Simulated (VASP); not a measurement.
# Si2Mo (P6_222) in VASP: notebook

Si2Mo is run at these levels: LDA, r2SCAN; tasks: single point.

Everything below comes from runs of VASP 6.6.1. Logs are shortened: lines on timing, memory, paths and dates and some standing lists are left out, and cuts for length are marked.

### 1 The cell of the first run

The structure is hexagonal, space group P6_222 (No. 180). Conventional cell: a = 4.584 Å, b = 4.584 Å, c = 6.577 Å, α = 90.00°, β = 90.00°, γ = 120.00°. Si (site symmetry 2) has 9 Si at 2.55 to 3.20 Å and 5 Mo at 2.57 to 2.67 Å within 3.4 Å. Mo (site symmetry 222) has 10 Si at 2.57 to 2.67 Å and 4 Mo at 3.17 Å within 3.4 Å.

### 2 Single point, LDA

INCAR reads:

```
SYSTEM = Si2Mo
PREC     = Accurate       ! precision mode
ENCUT    = 520            ! plane-wave cutoff, eV
EDIFF    = 1E-6           ! SCF threshold, eV
ISMEAR   = -1             ! smearing method
SIGMA    = 0.02           ! smearing width, eV
LREAL    = .False.        ! projectors in reciprocal space
LASPH    = .True.         ! aspherical terms in the spheres
NELM     = 80             ! most SCF steps
ALGO     = Normal         ! electronic algorithm
ISIF     = 2              ! what is computed and relaxed
LWAVE    = .False.        ! write WAVECAR
LCHARG   = .False.        ! write CHGCAR
GGA      = CA             ! functional
NBANDS   = 43             ! bands
```

KPOINTS reads:

```
regular mesh
0
Gamma
  6 6 4
  0 0 0
```

POSCAR reads:

```
Si2Mo
1.0
    4.5840216855      0.0000000000      0.0000000000
   -2.2920108427      3.9698792311      0.0000000000
    0.0000000000      0.0000000000      6.5770742344
Si Mo
6 3
Direct
    0.1638644045      0.8361355955      0.8333333333
    0.3277288090      0.1638644045      0.1666666667
    0.8361355955      0.6722711910      0.5000000000
    0.8361355955      0.1638644045      0.8333333333
    0.6722711910      0.8361355955      0.1666666667
    0.1638644045      0.3277288090      0.5000000000
    0.5000000000      0.0000000000      0.5000000000
    0.0000000000      0.5000000000      0.1666666667
    0.5000000000      0.5000000000      0.8333333333
```

Potentials or basis: VASP PAW LDA potentials, release 64 (Si, Mo_sv).

Started as:

```bash
> cat potpaw_LDA.64/Si/POTCAR potpaw_LDA.64/Mo_sv/POTCAR > POTCAR
> mpirun -np 1 vasp_std > vasp.out
```

OUTCAR:

```text
SYSTEM = Si2Mo
   PREC = Accurate
   ENCUT = 520
   EDIFF = 1E-6
   ISMEAR = -1
   LREAL = .False.
   LASPH = .True.
   NELM = 80
   ISIF = 2
   GGA = CA

 ion  position               nearest neighbor table
   1  0.164  0.836  0.833-   3 2.55   2 2.55   7 2.57   8 2.57   4 2.60   9 2.64   9 2.64   9 2.67
                             4 2.67   4 2.67   6 3.14   5 3.14
   2  0.328  0.164  0.167-   6 2.55   1 2.55   7 2.57   9 2.57   5 2.60   8 2.64   8 2.64   8 2.67
                             5 2.67   5 2.67   3 3.14   4 3.14
   3  0.836  0.672  0.500-   5 2.55   1 2.55   8 2.57   9 2.57   6 2.60   7 2.64   7 2.64   7 2.67
                             6 2.67   6 2.67   4 3.14   2 3.14
   4  0.836  0.164  0.833-   6 2.55   5 2.55   7 2.57   8 2.57   1 2.60   9 2.64   9 2.64   9 2.67
                             1 2.67   1 2.67   3 3.14   2 3.14
   5  0.672  0.836  0.167-   3 2.55   4 2.55   7 2.57   9 2.57   2 2.60   8 2.64   8 2.64   8 2.67
                             2 2.67   2 2.67   6 3.14   1 3.14
   6  0.164  0.328  0.500-   2 2.55   4 2.55   8 2.57   9 2.57   3 2.60   7 2.64   7 2.64   7 2.67
                             3 2.67   3 2.67   1 3.14   5 3.14
   7  0.500  0.000  0.500-   2 2.57   5 2.57   4 2.57   1 2.57   3 2.64   6 2.64   6 2.64   3 2.64
                             6 2.67   3 2.67   9 3.17   9 3.17   8 3.17   8 3.17
   8  0.000  0.500  0.167-   3 2.57   6 2.57   4 2.57   1 2.57   2 2.64   5 2.64   2 2.64   5 2.64
                             5 2.67   2 2.67   7 3.17   7 3.17   9 3.17   9 3.17
   9  0.500  0.500  0.833-   3 2.57   6 2.57   5 2.57   2 2.57   4 2.64   1 2.64   1 2.64   4 2.64
                             1 2.67   4 2.67   7 3.17   7 3.17   8 3.17   8 3.17

  LATTYP: Found a hexagonal cell.
 ALAT       =     4.5840216855
 C/A-ratio  =     1.4347825306

  Lattice vectors:

 A1 = (   4.5840216855,   0.0000000000,   0.0000000000)
 A2 = (  -2.2920108427,   3.9698792311,   0.0000000000)
 A3 = (   0.0000000000,   0.0000000000,   6.5770742344)

Analysis of symmetry for initial positions (statically):
=====================================================================
 Subroutine PRICEL returns:
 Original cell was already a primitive cell.

 Routine SETGRP: Setting up the symmetry group for a
 hexagonal supercell.

 Subroutine GETGRP returns: Found 12 space group operations
 (whereof  4 operations were pure point group operations)
 out of a pool of 24 trial point group operations.

The static configuration has the point symmetry D_2 .
 The point group associated with its full space group is D_6 .

Analysis of symmetry for dynamics (positions and initial velocities):
=====================================================================
 Subroutine PRICEL returns:
 Original cell was already a primitive cell.

 Routine SETGRP: Setting up the symmetry group for a
 hexagonal supercell.

 Subroutine GETGRP returns: Found 12 space group operations
 (whereof  4 operations were pure point group operations)
 out of a pool of 24 trial point group operations.

The dynamic configuration has the point symmetry D_2 .
 The point group associated with its full space group is D_6 .

 Subroutine INISYM returns: Found 12 space group operations
 (whereof  4 operations are pure point group operations),
 and found     1 'primitive' translations

----------------------------------------------------------------------------------------

                                     Primitive cell

  volume of cell :     119.6897

  direct lattice vectors                    reciprocal lattice vectors
     4.584021685  0.000000000  0.000000000     0.218149055  0.125948416  0.000000000
    -2.292010843  3.969879231  0.000000000     0.000000000  0.251896832  0.000000000
     0.000000000  0.000000000  6.577074234     0.000000000  0.000000000  0.152043289

  length of vectors
     4.584021685  4.584021685  6.577074234     0.251896832  0.251896832  0.152043289

  position of ions in fractional coordinates (direct lattice)
     0.163864405  0.836135595  0.833333333
     0.327728809  0.163864405  0.166666667
     0.836135595  0.672271191  0.500000000
     0.836135595  0.163864405  0.833333333
     0.672271191  0.836135595  0.166666667
     0.163864405  0.327728809  0.500000000
     0.500000000  0.000000000  0.500000000
     1.000000000  0.500000000  0.166666667
     0.500000000  0.500000000  0.833333333

  ion indices of the primitive-cell ions
   primitive index   ion index
                 1           1
                 2           2
                 3           3
                 4           4
                 5           5
                 6           6
                 7           7
                 8           8
                 9           9

----------------------------------------------------------------------------------------

 KPOINTS: regular mesh

Automatic generation of k-mesh.
 Grid dimensions read from file:
 generate k-points for:    6    6    4

 Generating k-lattice:

  Cartesian coordinates                     Fractional coordinates (reciprocal lattice)
     0.036358176  0.020991403  0.000000000     0.166666667 -0.000000000  0.000000000
     0.000000000  0.041982805  0.000000000     0.000000000  0.166666667  0.000000000
     0.000000000  0.000000000  0.038010822     0.000000000  0.000000000  0.250000000

  Length of vectors
     0.041982805  0.041982805  0.038010822

  Shift w.r.t. Gamma in fractional coordinates (k-lattice)
     0.000000000  0.000000000  0.000000000

 Subroutine IBZKPT returns following result:
 ===========================================

 Found     21 irreducible k-points:

 Following reciprocal coordinates:
            Coordinates               Weight
  0.000000  0.000000  0.000000      1.000000
  0.166667  0.000000  0.000000      6.000000
  0.333333 -0.000000  0.000000      6.000000
  0.500000  0.000000  0.000000      3.000000
  0.166667  0.166667  0.000000      6.000000
  0.333333  0.166667  0.000000     12.000000
[... 13 lines left out ...]
  0.333333  0.166667  0.500000     12.000000
  0.333333  0.333333  0.500000      2.000000
   k-points           NKPTS =     21   k-points in BZ     NKDIM =     21   number of bands    NBANDS=     43
   number of dos      NEDOS =    301   number of ions     NIONS =      9
   total plane-waves  NPLWV =  64800
   dimension x,y,z NGX =    36 NGY =   36 NGZ =   50
   dimension x,y,z NGXF=    72 NGYF=   72 NGZF=  100
   ions per type =               6   3
   NGX,Y,Z   is equivalent  to a cutoff of  13.06, 13.06, 12.64 a.u.
   NGXF,Y,Z  is equivalent  to a cutoff of  26.11, 26.11, 25.28 a.u.
 SYSTEM =  Si2Mo
   PREC   = accura    normal or accurate (medium, high low for compatibility)
   ISTART =      0    job   : 0-new  1-cont  2-samecut
   ICHARG =      2    charge: 1-file 2-atom 10-const
   ISPIN  =      1    spin polarized calculation?
   LNONCOLLINEAR =      F non collinear calculations
   LSORBIT =      F    spin-orbit coupling
   LASPH  =      T    aspherical Exc in radial PAW
   ENCUT  =  520.0 eV  38.22 Ry    6.18 a.u.   8.52  8.52 12.23*2*pi/ulx,y,z
   NELM   =     80;   NELMIN=  2; NELMDL= -5     # of ELM steps
   EDIFF  = 0.1E-05   stopping-criterion for ELM
   LREAL  =      F    real-space projection
   EDIFFG = 0.1E-04   stopping-criterion for IOM
   NSW    =      0    number of steps for IOM
   IBRION =     -1    ionic relax: 0-MD 1-quasi-New 2-CG
   NFREE  =      0    steps in history (QN), initial steepest desc. (CG)
   ISIF   =      2    stress and relaxation
   ISYM   =      2    0-nonsym 1-usesym 2-fastsym
   POTIM  = 0.5000    time-step for ionic-motion
   TEBEG  =    0.0;   TEEND  =   0.0 temperature during run
   PSTRESS=    0.0 pullay stress
   NELECT =      66.0000    total number of electrons
   NUPDOWN=      -1.0000    fix difference up-down
   EMIN   =  10.00;   EMAX   =-10.00  energy-range for DOS
   EFERMI =   0.00;   METHOD = LEGACY
   ISMEAR =    -1;   SIGMA  =   0.02  broadening in eV -4-tet -1-fermi 0-gaus
   EFERMI_NEDOS =   21; number of points for ismear=-14 and -15
   IALGO  =     38    algorithm
   IMIX   =      4    mixing-type and parameters
     AMIX     =   0.40;   BMIX     =  1.00
     AMIX_MAG =   1.60;   BMIX_MAG =  1.00
  volume/ion in A,a.u.               =      13.30        89.75
  Fermi-wavevector in a.u.,A,eV,Ry     =   1.342468  2.536896 24.520692  1.802220
  Thomas-Fermi vector in A             =   2.470619
   LORBIT       =      0    0 simple, 1 ext, 2 COOP (PROOUT), +10 PAW based schemes
   GGA     = CA    functional components
   LHFCALC =     F    Hartree Fock is set to
   AEXX    =    0.0000 exact exchange contribution
   IVDW    =     0    specifies the selected vdW correction
   LEPSILON=     F    determine dielectric tensor
   LRPA    =     F    only Hartree local field effects (RPA)
 non-spin polarized calculation
  energy-cutoff  :      520.00
  volume of cell :      119.69
 maximum number of plane-waves:      3300
 NGX is ok and might be reduce to    36
   NGX = 17   NGY = 17   NGZ = 25

 number of electron      65.9999996 magnetization

 Free energy of the ion-electron system (eV)
  ---------------------------------------------------
  ext. energy  EPLUGINS =         0.00000000
  ---------------------------------------------------
  free energy    TOTEN  =       -77.18173639 eV

  energy without entropy =      -77.18063431  energy(sigma->0) =      -77.18118535

 E-fermi :  12.8874     XC(G=0): -12.5899

 val. band max:       12.8771009088   @ k =   0.5000   0.0000   0.5000
 cond. band min:      12.8976414208   @ k =   0.5000   0.0000   0.0000
 fundamental gap:      0.0205405120
 Fermi energy:        12.8873711494

 k-point     1 :       0.0000    0.0000    0.0000
  band No.  band energies     occupation
      1     -47.9316      2.00000
      2     -47.9002      2.00000
      3     -47.9002      2.00000
      4     -22.3649      2.00000
      5     -22.3626      2.00000
      6     -22.3626      2.00000
[... 35 lines left out ...]
     42      15.8210      0.00000
     43      16.3047      0.00000

 k-point     2 :       0.1667    0.0000    0.0000
  band No.  band energies     occupation
      1     -47.9297      2.00000
      2     -47.9020      2.00000
      3     -47.9001      2.00000
      4     -22.3937      2.00000
      5     -22.3767      2.00000
      6     -22.3614      2.00000
[... 35 lines left out ...]
     42      15.9816      0.00000
     43      16.6122      0.00000

 k-point     3 :       0.3333   -0.0000    0.0000
  band No.  band energies     occupation
      1     -47.9247      2.00000
      2     -47.9066      2.00000
      3     -47.9001      2.00000
      4     -22.4147      2.00000
      5     -22.3924      2.00000
      6     -22.3657      2.00000
[... 35 lines left out ...]
     42      16.1468      0.00000
     43      16.3050      0.00000

 k-point     4 :       0.5000    0.0000    0.0000
  band No.  band energies     occupation
      1     -47.9208      2.00000
      2     -47.9104      2.00000
      3     -47.9001      2.00000
      4     -22.4217      2.00000
      5     -22.3987      2.00000
      6     -22.3681      2.00000
[... 725 lines left out ...]
     42      15.9330      0.00000
     43      16.3304      0.00000

 k-point    20 :       0.3333    0.1667    0.5000
  band No.  band energies     occupation
      1     -47.9207      2.00000
      2     -47.9105      2.00000
      3     -47.9001      2.00000
      4     -22.4177      2.00000
      5     -22.3996      2.00000
      6     -22.3847      2.00000
[... 35 lines left out ...]
     42      15.7280      0.00000
     43      16.0266      0.00000

 k-point    21 :       0.3333    0.3333    0.5000
  band No.  band energies     occupation
      1     -47.9206      2.00000
      2     -47.9053      2.00000
      3     -47.9053      2.00000
      4     -22.4095      2.00000
      5     -22.4036      2.00000
      6     -22.4036      2.00000
[... 35 lines left out ...]
     42      16.0979      0.00000
     43      16.2923      0.00000

------------------------ aborting loop because EDIFF is reached ----------------------------------------

  FORCE on cell =-STRESS in cart. coord.  units (eV):
  Direction    XX          YY          ZZ          XY          YZ          ZX
  --------------------------------------------------------------------------------------
  -------------------------------------------------------------------------------------
  Total       -2.9941980     -2.9941980     -3.2417661     -0.0000000      0.0000000      0.0000000
  in kB      -40.0806172    -40.0806172    -43.3945870     -0.0000000      0.0000000      0.0000000
  external PRESSURE =     -41.1852738 kB  Pullay stress =       0.0000000 kB

 VOLUME and BASIS-vectors are now :
 -----------------------------------------------------------------------------
  energy-cutoff  :      520.00
  volume of cell :      119.69
      direct lattice vectors                 reciprocal lattice vectors
     4.584021685  0.000000000  0.000000000     0.218149055  0.125948416  0.000000000
    -2.292010843  3.969879231  0.000000000     0.000000000  0.251896832  0.000000000
     0.000000000  0.000000000  6.577074234     0.000000000  0.000000000  0.152043289

 POSITION                                       TOTAL-FORCE (eV/Angst)
 -----------------------------------------------------------------------------------
     -1.16527      3.31936      5.48090         0.042315     -0.024431      0.000000
      1.12674      0.65052      1.09618         0.042315      0.024431     -0.000000
      2.29201      2.66884      3.28854        -0.000000     -0.048861     -0.000000
      3.45728      0.65052      5.48090        -0.042315      0.024431     -0.000000
      1.16527      3.31936      1.09618        -0.042315     -0.024431     -0.000000
      0.00000      1.30104      3.28854         0.000000      0.048861     -0.000000
      2.29201      0.00000      3.28854        -0.000000      0.000000     -0.000000
     -1.14601      1.98494      1.09618        -0.000000      0.000000     -0.000000
      1.14601      1.98494      5.48090        -0.000000      0.000000      0.000000
 -----------------------------------------------------------------------------------
    total drift:                               -0.000000     -0.000000      0.000001

  FREE ENERGIE OF THE ION-ELECTRON SYSTEM (eV)
  ---------------------------------------------------
  free  energy   TOTEN  =       -77.1817363850 eV

  energy  without entropy=      -77.1806343093  energy(sigma->0) =      -77.18118535
```

Wall time 74 s (1 thread of Intel Xeon Platinum 8259CL at 2.50GHz (Skylake/Cascade Lake), shared host); peak memory 0.24 GiB.

Results:

```yaml
Free_energy: -77.1817 eV
Pressure: -4.1 GPa
Largest_force: 0.049 eV/Å
Band_gap_on_the_k_mesh: 0.02 eV, indirect (least direct gap 0.50 eV)
```

Forces on the atoms (eV/Å):
```
Si   0.042 -0.024  0.000
Si   0.042  0.024  0.000
Si   0.000 -0.049  0.000
Si  -0.042  0.024  0.000
Si  -0.042 -0.024  0.000
Si   0.000  0.049  0.000
Mo   0.000  0.000  0.000
Mo   0.000  0.000  0.000
Mo   0.000  0.000  0.000
```

Levels at points of the mesh, in eV from the valence-band top:
| k point | band 31 | band 32 | band 33 | band 34 | band 35 | band 36 |
| --- | --- | --- | --- | --- | --- | --- |
| (0.00, 0.00, 0.00) | -2.74 | -2.08 | -0.83 | 1.95 | 2.34 | 2.34 |
| (0.50, 0.00, 0.00) | -1.60 | -1.08 | -0.66 | 0.02 | 0.66 | 0.82 |
| (0.00, 0.00, 0.50) | -2.07 | -0.75 | -0.75 | 1.81 | 2.22 | 2.22 |
| (0.50, 0.00, 0.50) | -2.00 | -1.27 | 0.00 | 0.50 | 1.06 | 1.30 |

### 3 Single point, r2SCAN

POSCAR is that of step 2.

INCAR.step1 reads:

```
SYSTEM = Si2Mo
PREC = Accurate
ENCUT = 520
ISMEAR = -1
SIGMA = 0.02
LREAL = .FALSE.
LASPH = .TRUE.
NELM = 80
NBANDS = 43
GGA = PE
ALGO = Normal
EDIFF = 1E-4
LWAVE = .TRUE.
LCHARG = .FALSE.
```

INCAR.step2 reads:

```
SYSTEM = Si2Mo
PREC = Accurate
ENCUT = 520
EDIFF = 1E-7
ISMEAR = -1
SIGMA = 0.02
LREAL = .FALSE.
LASPH = .TRUE.
NELM = 80
ALGO = Normal
ISIF = 2
LWAVE = .FALSE.
LCHARG = .FALSE.
METAGGA = R2SCAN
LMIXTAU = .TRUE.
NBANDS = 43
ISTART = 1
```

KPOINTS reads:

```
regular mesh
0
G
  6 6 4
  0 0 0
```

Potentials or basis: VASP PAW PBE potentials, release 64 (Si, Mo_sv).

Started as:

```bash
> cat potpaw_PBE.64/Si/POTCAR potpaw_PBE.64/Mo_sv/POTCAR > POTCAR
> cp INCAR.step1 INCAR
> mpirun -np 1 vasp_std > vasp.out
> cp INCAR.step2 INCAR
> mpirun -np 1 vasp_std > vasp.out
```

Wall time 5.5 min (1 thread of Intel Xeon Platinum 8259CL at 2.50GHz (Skylake/Cascade Lake), shared host); peak memory 0.3 GiB.

It converged, with:

```yaml
Free_energy: -134.7713 eV
Pressure: 0.4 GPa
Largest_force: 0.009 eV/Å
Band_gap_on_the_k_mesh: 0.15 eV, indirect (least direct gap 0.69 eV)
```

Forces on the atoms (eV/Å):
```
Si  -0.008  0.004  0.000
Si  -0.008 -0.004  0.000
Si   0.000  0.009  0.000
Si   0.008 -0.004  0.000
Si   0.008  0.004  0.000
Si   0.000 -0.009  0.000
Mo   0.000  0.000  0.000
Mo   0.000  0.000  0.000
Mo   0.000  0.000  0.000
```

Levels at points of the mesh, in eV from the valence-band top:
| k point | band 31 | band 32 | band 33 | band 34 | band 35 | band 36 |
| --- | --- | --- | --- | --- | --- | --- |
| (0.00, 0.00, 0.00) | -2.92 | -2.25 | -0.86 | 2.23 | 2.56 | 2.56 |
| (0.50, 0.00, 0.00) | -1.62 | -1.10 | -0.68 | 0.15 | 0.85 | 0.99 |
| (0.00, 0.00, 0.50) | -2.27 | -0.76 | -0.76 | 2.04 | 2.52 | 2.59 |
| (0.50, 0.00, 0.50) | -2.04 | -1.28 | 0.00 | 0.69 | 1.23 | 1.52 |

Caveat: the PAW data sets were made with another functional, which shifts forces and pressure a little.
